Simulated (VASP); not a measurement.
# As (P6_3/mmc) in VASP: notebook

Runs on As. Level: PBEsol. Tasks: relaxation of cell and atoms, single point.

Everything below comes from runs of VASP 6.6.1. Logs are shortened: lines on timing, memory, paths and dates and some standing lists are left out, and cuts for length are marked.

**1. The cell of the first run**

It takes space group P6_3/mmc (No. 194, hexagonal). The conventional cell has a = 4.359 Å, b = 4.359 Å, c = 5.707 Å, α = 90.00°, β = 90.00°, γ = 120.00°. As (site symmetry -6m2) has 5 As at 2.52 to 2.85 Å within 3.3 Å. Within 3.3 Å of As (site symmetry -6m2) lie 3 As at 2.52 Å.

**2. Relaxation of cell and atoms, PBEsol**

File INCAR:

```
  PREC = Accurate
  ENCUT = 600
  EDIFF = 1E-7
  ISMEAR = 0
  SIGMA = 0.1
  LREAL = F
  LASPH = T
  NELM = 60
  ALGO = Normal
  ISIF = 3
  LWAVE = F
  LCHARG = F
  GGA = PS
  IBRION = 2
  NSW = 90
  EDIFFG = -0.04
```

File KPOINTS:

```
Automatic mesh
0
Gamma
  6 6 4
```

File POSCAR:

```
As
1.0
    4.3594699120      0.0000000000      0.0000000000
   -2.1797349560      3.7754116909      0.0000000000
    0.0000000000      0.0000000000      5.7073690460
As
4
Direct
    0.0000000000      0.0000000000      0.2500000000
    0.0000000000      0.0000000000      0.7500000000
    0.3333333333      0.6666666667      0.7500000000
    0.6666666667      0.3333333333      0.2500000000
```

Potentials or basis: VASP PAW PBE potentials, release 64 (As).

The run is started by

```sh
$ cat potpaw_PBE.64/As/POTCAR > POTCAR
$ mpirun -np 1 vasp_std > vasp.out
```

OUTCAR:

```text
PREC = Accurate
   ENCUT = 600
   EDIFF = 1E-7
   ISMEAR = 0
   LREAL = F
   LASPH = T
   NELM = 60
   ISIF = 3
   GGA = PS
   IBRION = 2
   NSW = 90
   EDIFFG = -0.04

 ion  position               nearest neighbor table
   1  0.000  0.000  0.250-   4 2.52   4 2.52   4 2.52   2 2.85   2 2.85
   2  0.000  0.000  0.750-   3 2.52   3 2.52   3 2.52   1 2.85   1 2.85
   3  0.333  0.667  0.750-   2 2.52   2 2.52   2 2.52
   4  0.667  0.333  0.250-   1 2.52   1 2.52   1 2.52

  LATTYP: Found a hexagonal cell.
 ALAT       =     4.3594699120
 C/A-ratio  =     1.3091887686

  Lattice vectors:

 A1 = (   4.3594699120,   0.0000000000,   0.0000000000)
 A2 = (  -2.1797349560,   3.7754116909,   0.0000000000)
 A3 = (   0.0000000000,   0.0000000000,   5.7073690460)

Analysis of symmetry for initial positions (statically):
=====================================================================
 Subroutine PRICEL returns:
 Original cell was already a primitive cell.

 Routine SETGRP: Setting up the symmetry group for a
 hexagonal supercell.

 Subroutine GETGRP returns: Found 24 space group operations
 (whereof 12 operations were pure point group operations)
 out of a pool of 24 trial point group operations.

The static configuration has the point symmetry D_3d.
 The point group associated with its full space group is D_6h.

Analysis of symmetry for dynamics (positions and initial velocities):
=====================================================================
 Subroutine PRICEL returns:
 Original cell was already a primitive cell.

 Routine SETGRP: Setting up the symmetry group for a
 hexagonal supercell.

 Subroutine GETGRP returns: Found 24 space group operations
 (whereof 12 operations were pure point group operations)
 out of a pool of 24 trial point group operations.

The dynamic configuration has the point symmetry D_3d.
 The point group associated with its full space group is D_6h.

 Subroutine INISYM returns: Found 24 space group operations
 (whereof 12 operations are pure point group operations),
 and found     1 'primitive' translations

----------------------------------------------------------------------------------------

                                     Primitive cell

  volume of cell :      93.9364

  direct lattice vectors                    reciprocal lattice vectors
     4.359469912  0.000000000  0.000000000     0.229385687  0.132435888  0.000000000
    -2.179734956  3.775411691  0.000000000     0.000000000  0.264871776  0.000000000
     0.000000000  0.000000000  5.707369046     0.000000000  0.000000000  0.175212080

  length of vectors
     4.359469912  4.359469912  5.707369046     0.264871776  0.264871776  0.175212080

  position of ions in fractional coordinates (direct lattice)
     0.000000000  0.000000000  0.250000000
     0.000000000  0.000000000  0.750000000
     0.333333333  0.666666667  0.750000000
     0.666666667  0.333333333  0.250000000

  ion indices of the primitive-cell ions
   primitive index   ion index
                 1           1
                 2           2
                 3           3
                 4           4

----------------------------------------------------------------------------------------

 KPOINTS: Automatic mesh

Automatic generation of k-mesh.
 Grid dimensions read from file:
 generate k-points for:    6    6    4

 Generating k-lattice:

  Cartesian coordinates                     Fractional coordinates (reciprocal lattice)
     0.038230948  0.022072648  0.000000000     0.166666667  0.000000000  0.000000000
     0.000000000  0.044145296  0.000000000     0.000000000  0.166666667  0.000000000
     0.000000000  0.000000000  0.043803020     0.000000000  0.000000000  0.250000000

  Length of vectors
     0.044145296  0.044145296  0.043803020

  Shift w.r.t. Gamma in fractional coordinates (k-lattice)
     0.000000000  0.000000000  0.000000000

 Subroutine IBZKPT returns following result:
 ===========================================

 Found     21 irreducible k-points:

 Following reciprocal coordinates:
            Coordinates               Weight
  0.000000  0.000000  0.000000      1.000000
  0.166667  0.000000  0.000000      6.000000
  0.333333  0.000000  0.000000      6.000000
  0.500000 -0.000000  0.000000      3.000000
  0.166667  0.166667  0.000000      6.000000
  0.333333  0.166667  0.000000     12.000000
[... 13 lines left out ...]
  0.333333  0.166667  0.500000     12.000000
  0.333333  0.333333  0.500000      2.000000
   k-points           NKPTS =     21   k-points in BZ     NKDIM =     21   number of bands    NBANDS=     14
   number of dos      NEDOS =    301   number of ions     NIONS =      4
   total plane-waves  NPLWV =  62208
   dimension x,y,z NGX =    36 NGY =   36 NGZ =   48
   dimension x,y,z NGXF=    72 NGYF=   72 NGZF=   96
   ions per type =               4
   NGX,Y,Z   is equivalent  to a cutoff of  13.73, 13.73, 13.98 a.u.
   NGXF,Y,Z  is equivalent  to a cutoff of  27.46, 27.46, 27.96 a.u.
 SYSTEM =  unknown system
   PREC   = accura    normal or accurate (medium, high low for compatibility)
   ISTART =      0    job   : 0-new  1-cont  2-samecut
   ICHARG =      2    charge: 1-file 2-atom 10-const
   ISPIN  =      1    spin polarized calculation?
   LNONCOLLINEAR =      F non collinear calculations
   LSORBIT =      F    spin-orbit coupling
   LASPH  =      T    aspherical Exc in radial PAW
   ENCUT  =  600.0 eV  44.10 Ry    6.64 a.u.   8.71  8.71 11.40*2*pi/ulx,y,z
   NELM   =     60;   NELMIN=  2; NELMDL= -5     # of ELM steps
   EDIFF  = 0.1E-06   stopping-criterion for ELM
   LREAL  =      F    real-space projection
   EDIFFG = -.4E-01   stopping-criterion for IOM
   NSW    =     90    number of steps for IOM
   IBRION =      2    ionic relax: 0-MD 1-quasi-New 2-CG
   NFREE  =      1    steps in history (QN), initial steepest desc. (CG)
   ISIF   =      3    stress and relaxation
   ISYM   =      2    0-nonsym 1-usesym 2-fastsym
   POTIM  = 0.5000    time-step for ionic-motion
   TEBEG  =    0.0;   TEEND  =   0.0 temperature during run
   PSTRESS=    0.0 pullay stress
   NELECT =      20.0000    total number of electrons
   NUPDOWN=      -1.0000    fix difference up-down
   EMIN   =  10.00;   EMAX   =-10.00  energy-range for DOS
   EFERMI =   0.00;   METHOD = LEGACY
   ISMEAR =     0;   SIGMA  =   0.10  broadening in eV -4-tet -1-fermi 0-gaus
   EFERMI_NEDOS =   21; number of points for ismear=-14 and -15
   IALGO  =     38    algorithm
   IMIX   =      4    mixing-type and parameters
     AMIX     =   0.40;   BMIX     =  1.00
     AMIX_MAG =   1.60;   BMIX_MAG =  1.00
  volume/ion in A,a.u.               =      23.48       158.48
  Fermi-wavevector in a.u.,A,eV,Ry     =   0.977553  1.847307 13.001853  0.955609
  Thomas-Fermi vector in A             =   2.108259
   LORBIT       =      0    0 simple, 1 ext, 2 COOP (PROOUT), +10 PAW based schemes
   GGA     = PS    functional components
   LHFCALC =     F    Hartree Fock is set to
   AEXX    =    0.0000 exact exchange contribution
   IVDW    =     0    specifies the selected vdW correction
   LEPSILON=     F    determine dielectric tensor
   LRPA    =     F    only Hartree local field effects (RPA)
 conjugate gradient relaxation of ions
 non-spin polarized calculation
 Gauss-broadening in eV      SIGMA  =   0.10
  energy-cutoff  :      600.00
  volume of cell :       93.94
 maximum number of plane-waves:      3161
 NGX is ok and might be reduce to    36
   NGX = 17   NGY = 17   NGZ = 23

--------------------------------------- Ionic step        1  -------------------------------------------

 number of electron      19.9999998 magnetization

 Free energy of the ion-electron system (eV)
  ---------------------------------------------------
  ext. energy  EPLUGINS =         0.00000000
  ---------------------------------------------------
  free energy    TOTEN  =       -18.65857885 eV

  energy without entropy =      -18.65662235  energy(sigma->0) =      -18.65760060

------------------------ aborting loop because EDIFF is reached ----------------------------------------

  FORCE on cell =-STRESS in cart. coord.  units (eV):
  Direction    XX          YY          ZZ          XY          YZ          ZX
  --------------------------------------------------------------------------------------
  -------------------------------------------------------------------------------------
  Total        0.5724500      0.5724500     -1.6083637      0.0000000      0.0000000      0.0000000
  in kB        9.7636941      9.7636941    -27.4322157      0.0000000      0.0000000      0.0000000
  external PRESSURE =      -2.6349425 kB  Pullay stress =       0.0000000 kB
[... 213 lines left out ...]
  energy  without entropy=      -18.7012195410  energy(sigma->0) =      -18.70361811

--------------------------------------- Ionic step        7  -------------------------------------------

 number of electron      20.0000000 magnetization

 Free energy of the ion-electron system (eV)
  ---------------------------------------------------
  ext. energy  EPLUGINS =         0.00000000
  ---------------------------------------------------
  free energy    TOTEN  =       -18.70719342 eV

  energy without entropy =      -18.70226108  energy(sigma->0) =      -18.70472725

 E-fermi :   4.2989     XC(G=0):  -9.8680

 val. band max:        4.2376785285   @ k =   0.3333   0.3333   0.5000
 cond. band min:       4.4997339088   @ k =   0.1667   0.0000   0.2500
 fundamental gap:      0.2620553803
 Fermi energy:         4.2989229540

 k-point     1 :       0.0000    0.0000    0.0000
  band No.  band energies     occupation
      1     -10.0868      2.00000
      2      -7.5727      2.00000
      3      -2.8984      2.00000
      4      -1.7108      2.00000
      5      -1.1355      2.00000
      6       0.4098      2.00000
      7       0.4098      2.00000
      8       1.5648      2.00000
      9       1.5648      2.00000
     10       4.8084      0.00000
     11       5.5801      0.00000
     12       5.5801      0.00000
     13       5.7881      0.00000
     14       6.6624      0.00000
[... 369 lines left out ...]
  FREE ENERGIE OF THE ION-ELECTRON SYSTEM (eV)
  ---------------------------------------------------
  free  energy   TOTEN  =       -18.7071934232 eV

  energy  without entropy=      -18.7022610819  energy(sigma->0) =      -18.70472725

 reached required accuracy - stopping structural energy minimisation
```

Run time: 1.9 min. Hardware: 1 thread of Intel Xeon Platinum 8375C at 2.90GHz (Ice Lake), shared host; peak memory 0.24 GiB.

Results:

```
Free energy                            : -18.7072 eV
Relaxed volume                         : 22.68 Å³/atom
Relaxed cell                           : a = 4.399 Å, b = 4.399 Å, c = 5.413 Å, α = 90.00°, β = 90.00°, γ = 120.00°
Space group after relaxing (to 0.05 Å) : P6_3/mmc (No. 194)
Energy gained by relaxing              : 12.2 meV/atom
Ionic steps                            : 7
Pressure after relaxing                : 0.0 GPa
Band gap on the k mesh                 : zero (band 10 reaches 5.03 eV, above the bottom of band 11 at 4.20 eV)
```

Step by step:
```
step  energy change (eV)  largest force (eV/Å)  pressure (GPa)  volume (Å³)
   1              0.0000                0.0000           -0.26        93.94
   2             -0.0276                0.0000           -0.77        93.39
   3             -0.0401                0.0000           -1.16        92.85
   4             -0.0412                0.0000           -1.27        92.58
   5             -0.0408                0.0000            0.97        89.11
   6             -0.0474                0.0000           -0.21        90.83
   7             -0.0486                0.0000            0.04        90.73
```

Final structure:
```
As
1.0
     4.39931    0.00000    0.00000
    -2.19965    3.80991    0.00000
     0.00000    0.00000    5.41335
As
4
Direct
  0.00000 0.00000 0.25000
  0.00000 0.00000 0.75000
  0.33333 0.66667 0.75000
  0.66667 0.33333 0.25000
```

Caveat: the PAW data sets were made with another functional, which shifts forces and pressure a little.

**3. Single point, PBEsol**

This run uses another cell than the first one, of 22.50 Å³/atom, 0.958 times its volume.

File INCAR:

```
SYSTEM = As
PREC     = Accurate       ! precision mode
ENCUT    = 520            ! plane-wave cutoff, eV
EDIFF    = 1E-6           ! SCF threshold, eV
ISMEAR   = 0              ! smearing method
SIGMA    = 0.1            ! smearing width, eV
LREAL    = .False.        ! projectors in reciprocal space
LASPH    = .True.         ! aspherical terms in the spheres
NELM     = 60             ! most SCF steps
ALGO     = Normal         ! electronic algorithm
ISIF     = 2              ! what is computed and relaxed
LWAVE    = .False.        ! write WAVECAR
LCHARG   = .False.        ! write CHGCAR
GGA      = PS             ! functional
NBANDS   = 18             ! bands
```

File KPOINTS:

```
Automatic mesh
0
Gamma
  12 12 10
  0 0 0
```

File POSCAR:

```
As
1.0
    4.4224585715      0.0000000000      0.0000000000
   -2.2112292857      3.8299614702      0.0000000000
    0.0000000000      0.0000000000      5.3133872924
As
4
Direct
    0.0000000000      0.0000000000      0.2500000000
    0.0000000000      0.0000000000      0.7500000000
    0.3333333333      0.6666666667      0.7500000000
    0.6666666667      0.3333333333      0.2500000000
```

Potentials or basis: VASP PAW PBE potentials, release 64 (As).

The run is started by

```sh
$ cat potpaw_PBE.64/As/POTCAR > POTCAR
$ mpirun -np 1 vasp_std > vasp.out
```

Run time: 99 s. Hardware: 1 thread of Intel Xeon Platinum 8375C at 2.90GHz (Ice Lake), shared host; peak memory 0.3 GiB.

It converged, with:

- Free energy: -18.6972 eV
- Pressure: 0.3 GPa
- Band gap on the k mesh: zero (band 10 reaches 5.03 eV, above the bottom of band 11 at 4.09 eV)

Stress tensor (GPa, compression positive):
```
0.37 0.00 0.00
0.00 0.37 0.00
0.00 0.00 0.20
```

Levels at points of the mesh, in eV from the Fermi level:
| k point | band 7 | band 8 | band 9 | band 10 | band 11 | band 12 | band 13 | band 14 |
| --- | --- | --- | --- | --- | --- | --- | --- | --- |
| (0.00, 0.00, 0.00) | -4.10 | -2.84 | -2.84 | 0.20 | 1.14 | 1.14 | 1.46 | 2.27 |
| (0.50, 0.00, 0.00) | -2.98 | -2.11 | -2.09 | -1.31 | 0.25 | 3.98 | 4.09 | 4.47 |
| (0.00, 0.00, 0.50) | -3.41 | -3.41 | -2.05 | -2.05 | 1.01 | 1.01 | 1.01 | 1.01 |
| (0.50, 0.00, 0.50) | -3.01 | -3.01 | -0.64 | -0.64 | 1.45 | 1.45 | 4.10 | 4.10 |

Caveat: the PAW data sets were made with another functional, which shifts forces and pressure a little.

**4. Relaxation of cell and atoms, PBEsol**

This run uses another cell than the first one, of 22.61 Å³/atom, 0.963 times its volume.

File INCAR:

```
SYSTEM = As
PREC     = Accurate       ! precision mode
ENCUT    = 600            ! plane-wave cutoff, eV
EDIFF    = 1E-6           ! SCF threshold, eV
ISMEAR   = 0              ! smearing method
SIGMA    = 0.1            ! smearing width, eV
LREAL    = .FALSE.        ! projectors in reciprocal space
LASPH    = .TRUE.         ! aspherical terms in the spheres
NELM     = 80             ! most SCF steps
ALGO     = Normal         ! electronic algorithm
ISIF     = 3              ! what is computed and relaxed
LWAVE    = .FALSE.        ! write WAVECAR
LCHARG   = .FALSE.        ! write CHGCAR
GGA      = PS             ! functional
IBRION   = 2              ! ionic algorithm
NSW      = 100            ! ionic steps
EDIFFG   = -0.01          ! ionic threshold
```

File KPOINTS:

```
Automatic mesh
0
G
  12 12 10
  0 0 0
```

File POSCAR:

```
As
1.0
    4.3933278821      0.0000000000      0.0000000000
   -2.1966639410      3.8047335530      0.0000000000
    0.0000000000      0.0000000000      5.4094698599
As
4
Direct
    0.0000000000      0.0000000000      0.2500000000
    0.0000000000      0.0000000000      0.7500000000
    0.3333333333      0.6666666667      0.7500000000
    0.6666666667      0.3333333333      0.2500000000
```

The run is started by

```sh
$ cat potpaw_PBE.64/As/POTCAR > POTCAR
$ mpirun -np 1 vasp_std > vasp.out
```

Wall time 4.7 min (1 thread of Intel Xeon Platinum 8375C at 2.90GHz (Ice Lake), shared host); peak memory 0.33 GiB.

It converged, with:

```yaml
Free_energy: -18.6978 eV
Relaxed_volume: 22.62 Å³/atom
Relaxed_cell: a = 4.431 Å, b = 4.431 Å, c = 5.322 Å, α = 90.00°, β = 90.00°, γ = 120.00°
Space_group_after_relaxing_to_0.05_Å: P6_3/mmc (No. 194)
Energy_gained_by_relaxing: 2.6 meV/atom
Ionic_steps: 5
Pressure_after_relaxing: 0.0 GPa
Band_gap_on_the_k_mesh: zero (band 10 reaches 4.97 eV, above the bottom of band 11 at 4.04 eV)
```

Step by step:
```
step  energy change (eV)  largest force (eV/Å)  pressure (GPa)  volume (Å³)
   1              0.0000                0.0000            0.51        90.42
   2             -0.0079                0.0000           -0.46        91.35
   3             -0.0079                0.0000           -0.50        91.39
   4             -0.0102                0.0000           -0.13        90.67
   5             -0.0103                0.0000           -0.04        90.48
```

Final structure:
```yaml
crystal:
  lattice:
    - [4.43058, 0.00000, 0.00000]
    - [-2.21529, 3.83700, 0.00000]
    - [0.00000, 0.00000, 5.32233]
  atoms:
    - { symbol: As, position: [0.00000, 0.00000, 0.25000] }
    - { symbol: As, position: [0.00000, 0.00000, 0.75000] }
    - { symbol: As, position: [0.33333, 0.66667, 0.75000] }
    - { symbol: As, position: [0.66667, 0.33333, 0.25000] }
```

Levels at points of the mesh, in eV from the Fermi level:
```tsv
k point	band 8	band 9	band 10	band 11	band 12	band 13
(0.00, 0.00, 0.00)	-2.83	-2.83	0.20	1.14	1.14	1.45
(0.50, 0.00, 0.00)	-2.09	-2.07	-1.32	0.25	3.95	4.06
(0.00, 0.00, 0.50)	-3.39	-2.04	-2.04	1.02	1.02	1.02
(0.50, 0.00, 0.50)	-2.99	-0.64	-0.64	1.43	1.43	4.06
```

Caveat: the PAW data sets were made with another functional, which shifts forces and pressure a little.

**5. Summary**

```csv
task,cell,k mesh,cutoff (eV),gap on the mesh (eV),pressure (GPa),relaxed volume (Å³/atom)
relaxation of cell and atoms,"relaxed from a = 4.359, b = 4.359, c = 5.707 Å, angles 90.0, 90.0, 120.0°, 4 atoms",6 × 6 × 4,600,none,0.0,22.68
single point,"a = 4.422, b = 4.422, c = 5.313 Å, angles 90.0, 90.0, 120.0°, 4 atoms",12 × 12 × 10,520,none,0.3,-
relaxation of cell and atoms,"relaxed from a = 4.393, b = 4.393, c = 5.409 Å, angles 90.0, 90.0, 120.0°, 4 atoms",12 × 12 × 10,600,none,0.0,22.62
```

Alike in all rows: level PBEsol; potentials or basis VASP PAW PBE potentials, release 64 (As); no spin polarisation; smearing gaussian 0.1 eV.

Caveats: the PAW data sets were made with another functional, which shifts forces and pressure a little.

Absolute energies hang on the potentials; compare differences alone.
